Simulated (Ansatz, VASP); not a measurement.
## Two plane-wave programs on Cu

```
CELL_PARAMETERS angstrom
0.00000 1.81451 1.81451
1.81451 0.00000 1.81451
1.81451 1.81451 0.00000
ATOMIC_POSITIONS crystal
Cu 0.00000 0.00000 0.00000
```

Alike in both runs: task single point; functional PBE; k mesh 20 × 20 × 20; occupations gaussian, width 0.05 eV; non-collinear spin, spin-orbit coupling.

|  | VASP | Ansatz |
| --- | --- | --- |
| version | VASP 6.6.1 | Ansatz 0.2.0 |
| potentials or method | VASP PAW PBE potentials, release 64 (Cu), cutoff 520 eV | plane waves, PAW |
| valence electrons in the cell | 11 | 19 |

|  | VASP | Ansatz | Ansatz less VASP |
| --- | --- | --- | --- |
| pressure (GPa) | 0.7 | 0.0 | -0.73 |

The functional is the same, so the differences come from potentials, cutoffs and numerics. VASP's potentials hold 11 valence electrons a cell and Ansatz's 19, so a difference there can come from the potentials and not from the codes.
